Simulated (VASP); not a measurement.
# C13O in VASP: single point with r2SCAN+rVV10

Aim: the single point of C13O with r2SCAN+rVV10.

Everything below comes from runs of VASP 6.6.1. Logs are shortened: lines on timing, memory, paths and dates and some standing lists are left out, and cuts for length are marked.

## 1. The cell of the first run

The cell holds a slab with vacuum, 14 atoms: a = 4.261 Å, b = 4.261 Å, c = 21.350 Å, α = 90.00°, β = 90.00°, γ = 120.00°.

## 2. Single point, r2SCAN+rVV10

File POSCAR:

```
C13O
1.0
    3.6900000000      2.1304224933      0.0000000000
   -3.6900000000      2.1304224933      0.0000000000
    0.0000000000      0.0000000000     21.3500000000
C O
13 1
Direct
    0.0000000000      0.0000000000      0.5784543326
    0.3333333333      0.3333333333      0.5784543326
    0.0000000000      0.0000000000      0.4215456674
    0.3333333333      0.0000000000      0.4215456674
    0.3333333333      0.6666666667      0.5784543326
    0.6666666667      1.0000000000      0.5784543326
    0.3333333333      0.6666666667      0.4215456674
    0.6666666667      0.6666666667      0.4215456674
    0.6666666667      0.3333333333      0.5784543326
    1.0000000000      0.6666666667      0.5784543326
    0.6666666667      0.3333333333      0.4215456674
    1.0000000000      0.3333333333      0.4215456674
    0.0763153316      0.2610522726      0.7226752009
    0.2091912183      0.1283352755      0.7487671022
```

File INCAR.step1:

```
ALGO     = Normal         # electronic algorithm
DIPOL    = 0.5 0.5 0.534
EDIFF    = 1E-4           # SCF threshold, eV
ENCUT    = 520            # plane-wave cutoff, eV
GGA      = PE             # functional
IDIPOL   = 3            
ISMEAR   = 0              # smearing method
LASPH    = T              # aspherical terms in the spheres
LCHARG   = F              # write CHGCAR
LDIPOL   = T            
LREAL    = F              # projectors in reciprocal space
LWAVE    = T              # write WAVECAR
NBANDS   = 42             # bands
NELM     = 100            # most SCF steps
PREC     = Accurate       # precision mode
SIGMA    = 0.05           # smearing width, eV
```

File INCAR.step2:

```
ALGO     = Normal         # electronic algorithm
BPARAM   = 11.95        
CPARAM   = 0.0093       
DIPOL    = 0.5 0.5 0.534
EDIFF    = 1E-6           # SCF threshold, eV
ENCUT    = 520            # plane-wave cutoff, eV
IDIPOL   = 3            
ISIF     = 2              # what is computed and relaxed
ISMEAR   = 0              # smearing method
ISTART   = 1            
IVDW_NL  = 2            
LASPH    = T              # aspherical terms in the spheres
LCHARG   = F              # write CHGCAR
LDIPOL   = T            
LMIXTAU  = T            
LREAL    = F              # projectors in reciprocal space
LUSE_VDW = T            
LWAVE    = F              # write WAVECAR
METAGGA  = R2SCAN         # meta-GGA
NBANDS   = 42             # bands
NELM     = 100            # most SCF steps
PREC     = Accurate       # precision mode
SIGMA    = 0.05           # smearing width, eV
```

File KPOINTS:

```
k-points
0
Gamma
  6 6 1
```

Potentials or basis: VASP PAW PBE potentials, release 64 (C, O).

Command:

```
> cat potpaw_PBE.64/C/POTCAR potpaw_PBE.64/O/POTCAR > POTCAR
> cp INCAR.step1 INCAR
> mpirun -np 1 vasp_std > vasp.out
> cp INCAR.step2 INCAR
> mpirun -np 1 vasp_std > vasp.out
```

OUTCAR:

```text
BPARAM = 11.95
   EDIFF = 1E-6
   ENCUT = 520
   ISIF = 2
   ISMEAR = 0
   ISTART = 1
   IVDW_NL = 2
   LASPH = T
   LREAL = F
   METAGGA = R2SCAN
   NELM = 100
   PREC = Accurate

 ion  position               nearest neighbor table
   1  0.000  0.000  0.578-   2 1.42   6 1.42  10 1.42
   2  0.333  0.333  0.578-   1 1.42   5 1.42   9 1.42
   3  0.000  0.000  0.422-   8 1.42   4 1.42  12 1.42
   4  0.333  0.000  0.422-   3 1.42   7 1.42  11 1.42
   5  0.333  0.667  0.578-  10 1.42   6 1.42   2 1.42
   6  0.667  0.000  0.578-   1 1.42   9 1.42   5 1.42
   7  0.333  0.667  0.422-   4 1.42  12 1.42   8 1.42
   8  0.667  0.667  0.422-   3 1.42   7 1.42  11 1.42
   9  0.667  0.333  0.578-   6 1.42  10 1.42   2 1.42
  10  0.000  0.667  0.578-   1 1.42   5 1.42   9 1.42
  11  0.667  0.333  0.422-  12 1.42   4 1.42   8 1.42
  12  0.000  0.333  0.422-   3 1.42  11 1.42   7 1.42
  13  0.076  0.261  0.723-  14 1.13
  14  0.209  0.128  0.749-  13 1.13

  LATTYP: Found a hexagonal cell.
 ALAT       =     4.2608449866
 C/A-ratio  =     5.0107431899

  Lattice vectors:

 A1 = (   3.6900000000,   2.1304224933,   0.0000000000)
 A2 = (  -3.6900000000,   2.1304224933,   0.0000000000)
 A3 = (   0.0000000000,   0.0000000000,  21.3500000000)

Analysis of symmetry for initial positions (statically):
=====================================================================
 Subroutine PRICEL returns:
 Original cell was already a primitive cell.

 Routine SETGRP: Setting up the symmetry group for a
 hexagonal supercell.

 Subroutine GETGRP returns: Found  1 space group operations
 (whereof  1 operations were pure point group operations)
 out of a pool of 24 trial point group operations.

The static configuration has the point symmetry C_1 .

Analysis of symmetry for dynamics (positions and initial velocities):
=====================================================================
 Subroutine PRICEL returns:
 Original cell was already a primitive cell.

 Routine SETGRP: Setting up the symmetry group for a
 hexagonal supercell.

 Subroutine GETGRP returns: Found  1 space group operations
 (whereof  1 operations were pure point group operations)
 out of a pool of 24 trial point group operations.

The dynamic configuration has the point symmetry C_1 .

 Subroutine INISYM returns: Found  1 space group operations
 (whereof  1 operations are pure point group operations),
 and found     1 'primitive' translations

----------------------------------------------------------------------------------------

                                     Primitive cell

  volume of cell :     335.6758

  direct lattice vectors                    reciprocal lattice vectors
     3.690000000  2.130422493  0.000000000     0.135501355  0.234695231  0.000000000
    -3.690000000  2.130422493  0.000000000    -0.135501355  0.234695231  0.000000000
     0.000000000  0.000000000 21.350000000     0.000000000  0.000000000  0.046838407

  length of vectors
     4.260844987  4.260844987 21.350000000     0.271002710  0.271002710  0.046838407

  position of ions in fractional coordinates (direct lattice)
     0.000000000  0.000000000  0.578454333
     0.333333333  0.333333333  0.578454333
     0.000000000  0.000000000  0.421545667
     0.333333333  0.000000000  0.421545667
     0.333333333  0.666666667  0.578454333
     0.666666667  0.000000000  0.578454333
     0.333333333  0.666666667  0.421545667
     0.666666667  0.666666667  0.421545667
     0.666666667  0.333333333  0.578454333
     0.000000000  0.666666667  0.578454333
     0.666666667  0.333333333  0.421545667
     0.000000000  0.333333333  0.421545667
     0.076315332  0.261052273  0.722675201
     0.209191218  0.128335275  0.748767102

  ion indices of the primitive-cell ions
   primitive index   ion index
                 1           1
                 2           2
                 3           3
                 4           4
                 5           5
                 6           6
                 7           7
                 8           8
                 9           9
                10          10
                11          11
                12          12
                13          13
                14          14

----------------------------------------------------------------------------------------

 KPOINTS: k-points

Automatic generation of k-mesh.
 Grid dimensions read from file:
 generate k-points for:    6    6    1

 Generating k-lattice:

  Cartesian coordinates                     Fractional coordinates (reciprocal lattice)
     0.022583559  0.039115872  0.000000000     0.166666667  0.000000000  0.000000000
    -0.022583559  0.039115872  0.000000000     0.000000000  0.166666667  0.000000000
     0.000000000  0.000000000  0.046838407     0.000000000  0.000000000  1.000000000

  Length of vectors
     0.045167118  0.045167118  0.046838407

  Shift w.r.t. Gamma in fractional coordinates (k-lattice)
     0.000000000  0.000000000  0.000000000

 Subroutine IBZKPT returns following result:
 ===========================================

 Found     20 irreducible k-points:

 Following reciprocal coordinates:
            Coordinates               Weight
  0.000000  0.000000  0.000000      1.000000
  0.166667  0.000000  0.000000      2.000000
  0.000000  0.166667  0.000000      2.000000
 -0.166667  0.166667  0.000000      2.000000
  0.333333 -0.000000  0.000000      2.000000
 -0.000000  0.333333  0.000000      2.000000
[... 12 lines left out ...]
  0.500000 -0.166667  0.000000      2.000000
  0.333333  0.333333  0.000000      2.000000
   k-points           NKPTS =     20   k-points in BZ     NKDIM =     20   number of bands    NBANDS=     42
   number of dos      NEDOS =    301   number of ions     NIONS =     14
   total plane-waves  NPLWV = 163840
   dimension x,y,z NGX =    32 NGY =   32 NGZ =  160
   dimension x,y,z NGXF=    64 NGYF=   64 NGZF=  320
   ions per type =              13   1
   NGX,Y,Z   is equivalent  to a cutoff of  12.49, 12.49, 12.46 a.u.
   NGXF,Y,Z  is equivalent  to a cutoff of  24.97, 24.97, 24.92 a.u.
 SYSTEM =  unknown system
   PREC   = accura    normal or accurate (medium, high low for compatibility)
   ISTART =      1    job   : 0-new  1-cont  2-samecut
   ICHARG =      0    charge: 1-file 2-atom 10-const
   ISPIN  =      1    spin polarized calculation?
   LNONCOLLINEAR =      F non collinear calculations
   LSORBIT =      F    spin-orbit coupling
   LASPH  =      T    aspherical Exc in radial PAW
   ENCUT  =  520.0 eV  38.22 Ry    6.18 a.u.   7.92  7.92 39.70*2*pi/ulx,y,z
   NELM   =    100;   NELMIN=  2; NELMDL=  0     # of ELM steps
   EDIFF  = 0.1E-05   stopping-criterion for ELM
   LREAL  =      F    real-space projection
   EDIFFG = 0.1E-04   stopping-criterion for IOM
   NSW    =      0    number of steps for IOM
   IBRION =     -1    ionic relax: 0-MD 1-quasi-New 2-CG
   NFREE  =      0    steps in history (QN), initial steepest desc. (CG)
   ISIF   =      2    stress and relaxation
   ISYM   =      2    0-nonsym 1-usesym 2-fastsym
   POTIM  = 0.5000    time-step for ionic-motion
   TEBEG  =    0.0;   TEEND  =   0.0 temperature during run
   PSTRESS=    0.0 pullay stress
   NELECT =      58.0000    total number of electrons
   NUPDOWN=      -1.0000    fix difference up-down
   EMIN   =  10.00;   EMAX   =-10.00  energy-range for DOS
   EFERMI =   0.00;   METHOD = LEGACY
   ISMEAR =     0;   SIGMA  =   0.05  broadening in eV -4-tet -1-fermi 0-gaus
   EFERMI_NEDOS =   21; number of points for ismear=-14 and -15
   IALGO  =     38    algorithm
   IMIX   =      4    mixing-type and parameters
     AMIX     =   0.40;   BMIX     =  1.00
     AMIX_MAG =   1.60;   BMIX_MAG =  1.00
  volume/ion in A,a.u.               =      23.98       161.80
  Fermi-wavevector in a.u.,A,eV,Ry     =   0.911824  1.723097 11.312187  0.831422
  Thomas-Fermi vector in A             =   2.036148
   LORBIT       =      0    0 simple, 1 ext, 2 COOP (PROOUT), +10 PAW based schemes
   METAGGA = R2SCAN    functional components
   LHFCALC =     F    Hartree Fock is set to
   AEXX    =    0.0000 exact exchange contribution
   IVDW_NL    =     2    kernel type
   BPARAM     =11.9500
   IVDW    =     0    specifies the selected vdW correction
   LEPSILON=     F    determine dielectric tensor
   LRPA    =     F    only Hartree local field effects (RPA)
 non-spin polarized calculation
 Gauss-broadening in eV      SIGMA  =   0.05
  energy-cutoff  :      520.00
  volume of cell :      335.68
 maximum number of plane-waves:      9078
   NGX = 15   NGY = 15   NGZ = 79

 dipolmoment           0.000000      0.000000     -0.011455 electrons x Angstroem

 number of electron      58.0000003 magnetization

 dipolmoment           0.000000      0.000000      0.008756 electrons x Angstroem

 Free energy of the ion-electron system (eV)
  ---------------------------------------------------
  ext. energy  EPLUGINS =         0.00000000
  ---------------------------------------------------
  free energy    TOTEN  =      -134.04534868 eV

  energy without entropy =     -134.04230076  energy(sigma->0) =     -134.04382472

 E-fermi :  -1.0845     XC(G=0):  -4.6630

 val. band max:       -1.0971808139   @ k =   0.0000   0.0000   0.0000
 cond. band min:      -1.0836757623   @ k =   0.0000   0.0000   0.0000
 fundamental gap:      0.0135050516
 Fermi energy:        -1.0844564108

 k-point     1 :       0.0000    0.0000    0.0000
  band No.  band energies     occupation
      1     -27.5226      2.00000
      2     -21.9539      2.00000
      3     -21.8010      2.00000
      4     -14.6129      2.00000
      5     -14.6095      2.00000
      6     -14.5671      2.00000
[... 869 lines left out ...]
     40       6.4013      0.00000
     41       6.4904      0.00000
 [bands above 41 left out]

------------------------ aborting loop because EDIFF is reached ----------------------------------------

 vacuum level on the upper side and lower side of the slab       (xc-potential included)         0.074        -0.024

  FORCE on cell =-STRESS in cart. coord.  units (eV):
  Direction    XX          YY          ZZ          XY          YZ          ZX
  --------------------------------------------------------------------------------------
  -------------------------------------------------------------------------------------
  Total       -0.0291496     -0.9275188      0.0710937     -0.0005703     -0.0000611      0.5076237
  in kB       -0.1391309     -4.4270388      0.3393298     -0.0027218     -0.0002915      2.4228834
  external PRESSURE =      -1.4089466 kB  Pullay stress =       0.0000000 kB

 VOLUME and BASIS-vectors are now :
 -----------------------------------------------------------------------------
  energy-cutoff  :      520.00
  volume of cell :      335.68
      direct lattice vectors                 reciprocal lattice vectors
     3.690000000  2.130422493  0.000000000     0.135501355  0.234695231  0.000000000
    -3.690000000  2.130422493  0.000000000    -0.135501355  0.234695231  0.000000000
     0.000000000  0.000000000 21.350000000     0.000000000  0.000000000  0.046838407

 POSITION                                       TOTAL-FORCE (eV/Angst)
 -----------------------------------------------------------------------------------
      0.00000      0.00000     12.35000         0.001057      0.001242     -0.038121
      0.00000      1.42028     12.35000         0.003837      0.009497     -0.011692
      0.00000      0.00000      9.00000        -0.000226      0.000085      0.017040
      1.23000      0.71014      9.00000         0.000576      0.000688     -0.008366
     -1.23000      2.13042     12.35000        -0.001032     -0.005122     -0.010782
      2.46000      1.42028     12.35000        -0.012011      0.002463      0.016490
     -1.23000      2.13042      9.00000        -0.000124     -0.000233      0.017476
      0.00000      2.84056      9.00000         0.000328     -0.000660     -0.008154
      1.23000      2.13042     12.35000         0.000441      0.002780     -0.004409
     -2.46000      1.42028     12.35000         0.008020     -0.010683      0.021041
      1.23000      2.13042      9.00000         0.000279      0.000085      0.017406
     -1.23000      0.71014      9.00000        -0.000882      0.000100     -0.009560
     -0.68168      0.71874     15.42912        -0.923845     -0.000333     -0.525940
      0.29836      0.71907     15.98618         0.923583      0.000093      0.527571
 -----------------------------------------------------------------------------------
    total drift:                               -0.000001     -0.000145      0.002630

  FREE ENERGIE OF THE ION-ELECTRON SYSTEM (eV)
  ---------------------------------------------------
  free  energy   TOTEN  =      -134.0453486811 eV

  energy  without entropy=     -134.0423007635  energy(sigma->0) =     -134.04382472

 vacuum level on the upper side and lower side of the slab         3.382         3.282
```

Run time: 39 min. Hardware: 1 thread of Intel Xeon Platinum 8488C (Sapphire Rapids), shared host; peak memory 1.1 GiB.

What came out:

```
Free energy            : -134.0453 eV
Largest force          : 1.064 eV/Å
Band gap on the k mesh : zero (filled and empty bands touch)
```

Forces in eV/Å, atoms in the order of the input:
```
C    0.001  0.001 -0.038
C    0.004  0.009 -0.012
C    0.000  0.000  0.017
C    0.001  0.001 -0.008
C   -0.001 -0.005 -0.011
C   -0.012  0.002  0.016
C    0.000  0.000  0.017
C    0.000 -0.001 -0.008
C    0.000  0.003 -0.004
C    0.008 -0.011  0.021
C    0.000  0.000  0.017
C   -0.001  0.000 -0.010
C   -0.924  0.000 -0.526
O    0.924  0.000  0.528
```

Caveat: the PAW data sets were made with another functional, which shifts forces and pressure a little.
